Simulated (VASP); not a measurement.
Te2Mo: single point with PBE

The system is Te2Mo.

```
Te Mo
1.0
     6.28752    0.00000    0.00000
     0.00000    3.44572    0.00000
    -0.94044    0.00000   13.73482
Te Mo
8 4
Direct
  0.94370 0.75000 0.60450
  0.05630 0.25000 0.39550
  0.90300 0.25000 0.85140
  0.09700 0.75000 0.14860
  0.41120 0.75000 0.89550
  0.58880 0.25000 0.10450
  0.44320 0.25000 0.64840
  0.55680 0.75000 0.35160
  0.81670 0.75000 0.99260
  0.18330 0.25000 0.00740
  0.68190 0.25000 0.49340
  0.31810 0.75000 0.50660
```

```yaml
Program: VASP 6.6.1
Task: single point
Functional: PBE
Potentials_or_basis: VASP PAW PBE potentials, release 64 (Te, Mo_sv)
Cutoff: 520 eV
k_mesh: 4 × 8 × 2
Occupations: fermi-dirac, width 0.05 eV
Spin: no spin polarisation
```

```json
{
  "Pressure": "4.7 GPa",
  "Largest force": "0.476 eV/Å",
  "Band gap on the k mesh": "zero (bands 52 and 53 overlap by 0.23 eV)"
}
```

Forces in eV/Å, atoms in the order of the input:
```
Te   0.097  0.000  0.252
Te  -0.097  0.000 -0.252
Te  -0.006  0.000 -0.476
Te   0.006  0.000  0.476
Te   0.076  0.000 -0.209
Te  -0.076  0.000  0.209
Te  -0.023  0.000  0.434
Te   0.023  0.000 -0.434
Mo  -0.001  0.000  0.051
Mo   0.001  0.000 -0.051
Mo  -0.101  0.000  0.070
Mo   0.101  0.000 -0.070
```

Stress tensor (GPa, compression positive):
```
5.10 0.00 0.08
0.00 4.49 0.00
0.08 0.00 4.62
```

Levels at points of the mesh, in eV from the Fermi level:
```
           k point  band 50  band 51  band 52  band 53  band 54  band 55
(0.00, 0.00, 0.00)    -0.12     0.10     0.13     0.43     0.69     0.93
(0.50, 0.00, 0.00)    -0.85    -0.65    -0.56    -0.10    -0.03     0.93
(0.00, 0.50, 0.00)    -1.55    -1.49    -1.49     1.03     1.03     1.19
(0.50, 0.50, 0.00)    -1.09    -1.00    -1.00     1.03     1.03     1.10
(0.00, 0.00, 0.50)    -0.01    -0.01    -0.01     0.45     0.57     0.95
(0.50, 0.00, 0.50)    -0.84    -0.66    -0.41    -0.05     0.01     0.89
(0.00, 0.50, 0.50)    -1.60    -1.50    -1.50     1.01     1.01     1.18
(0.50, 0.50, 0.50)    -1.09    -1.00    -1.00     1.05     1.05     1.07
```

Run time: 7 min on 1 thread of Intel(R) Xeon(R) 6975P-C (Granite Rapids), on a shared host, peak memory 0.64 GiB.

Caveat: the cell stands under pressure; spin-orbit coupling is left out, which moves the levels of the heavy elements.
